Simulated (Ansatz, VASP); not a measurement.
NiO: VASP and Ansatz over several settings

```
CELL_PARAMETERS angstrom
0.00000 2.09972 2.09972
2.09972 0.00000 2.09972
2.09972 2.09972 0.00000
ATOMIC_POSITIONS crystal
Ni 0.00000 0.00000 0.00000
O 0.50000 0.50000 0.50000
```

Single points on this cell with VASP 6.6.1 and Ansatz 0.2.0. Each row is one pair of runs. Alike in all rows: spin: collinear, typed start; k mesh: 11 × 11 × 11.

```tsv
level	smearing	VASP's potentials, cutoff	Ansatz's potentials, cutoff	gap on the k mesh at the Fermi level (eV), VASP	gap on the k mesh at the Fermi level (eV), Ansatz	pressure (GPa), VASP	pressure (GPa), Ansatz	net moment per atom (μB), VASP	net moment per atom (μB), Ansatz
r2SCAN+D3(BJ)	fermi-dirac, width 0.05 eV	VASP PAW PBE potentials, release 64 (Ni, O), 520 eV	Ansatz PAW, 500 eV	0.80	0.89	-3.3	-3.4	1.00	1.00
LDA	fermi-dirac, width 0.05 eV	VASP PAW LDA potentials, release 64 (Ni, O), 520 eV	Ansatz PAW, 420 eV	none	none	-22.8	-22.9	0.11	0.15
RPBE+D4	fermi-dirac, width 0.05 eV	VASP PAW PBE potentials, release 64 (Ni, O), 600 eV	Ansatz PAW, 420 eV	none	none	0.0	0.6	0.92	0.93
PBE+D3(BJ)	fermi-dirac, width 0.05 eV	VASP PAW PBE potentials, release 64 (Ni, O), 520 eV	Ansatz PAW, 420 eV	none	none	-2.1	-1.5	0.87	0.89
BLYP+D3(BJ)	gaussian, width 0.02 eV	VASP PAW PBE potentials, release 64 (Ni, O), 520 eV	PseudoDojo standard (PBE files), 1333 eV	none	none	-4.7	2.5	0.22	0.92
BLYP+D3(BJ)	fermi-dirac, width 0.05 eV	VASP PAW PBE potentials, release 64 (Ni, O), 520 eV	Ansatz PAW, 420 eV	none	none	1.5	2.1	0.84	0.87
```

Gap on the k mesh at the fermi level (eV): the two programs differ by at most 0.083; pressure (GPa): the two programs differ by at most 7.17; net moment per atom (μB): the two programs differ by at most 0.697.

VASP's potentials hold 16 valence electrons a cell and Ansatz's 24, so a difference there can come from the potentials and not from the codes.

A gap of «none» marks a metal or a gap that the smearing closes.

In some rows the two programs ended in different magnetic states.

Noted on Ansatz's runs: the magnetic or orbital state may not be the lowest; odd divisions of the mesh miss points on the zone boundary, where band edges often lie, so the gap on the mesh can be too wide; the potentials were made for another functional, which shifts forces and pressure.

A gap of «none» marks a metal or a gap under the smearing width.
